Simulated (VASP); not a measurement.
Wanted: the native input for a VASP 6.6.1 run.

| Item | Value |
| --- | --- |
| Task | single point |
| Functional | PBE |
| Potentials or basis | VASP PAW PBE potentials, release 64 (Na_pv, Cl) |
| Cutoff | 500 eV |
| k mesh | 8 × 8 × 8 |
| Occupations | gaussian, width 0.02 eV |
| Spin | no spin polarisation |
| Dipole correction | no |
| Further INCAR settings | ALGO = Normal; EDIFF = 1e-06; NBANDS = 14 |

The structure of NaCl (mix) lies in POSCAR:

```
NaCl
1.0
    0.0000000000      2.6784757372      2.6784757372
    2.6784757372      0.0000000000      2.6784757372
    2.6784757372      2.6784757372      0.0000000000
Na Cl
1 1
Direct
    0.0000000000      0.0000000000      0.0000000000
    0.5000000000      0.5000000000      0.5000000000
```

These files were run (other wordings do the same):

INCAR

```
SYSTEM = NaCl
  PREC = Accurate
  ENCUT = 500
  EDIFF = 1E-6
  ISMEAR = 0
  SIGMA = 0.02
  LREAL = .FALSE.
  LASPH = .TRUE.
  NELM = 120
  ALGO = Normal
  ISIF = 2
  LWAVE = .FALSE.
  LCHARG = .FALSE.
  GGA = PE
  NBANDS = 14
  GGA_COMPAT = .FALSE.
```

KPOINTS

```
regular mesh
0
G
  8 8 8
  0 0 0
```

Potentials or basis: VASP PAW PBE potentials, release 64 (Na_pv, Cl).

Command:

```console
$ cat potpaw_PBE.64/Na_pv/POTCAR potpaw_PBE.64/Cl/POTCAR > POTCAR
$ mpirun -np 1 vasp_std > vasp.out
```

Results of the run:

* Pressure: 6.6 GPa
* Band gap on the k mesh: 5.77 eV, direct

It took 17 s on 1 thread of AMD EPYC 7R43 64-Core Processor (Zen 3), with other jobs on the host, peak memory 0.12 GiB.
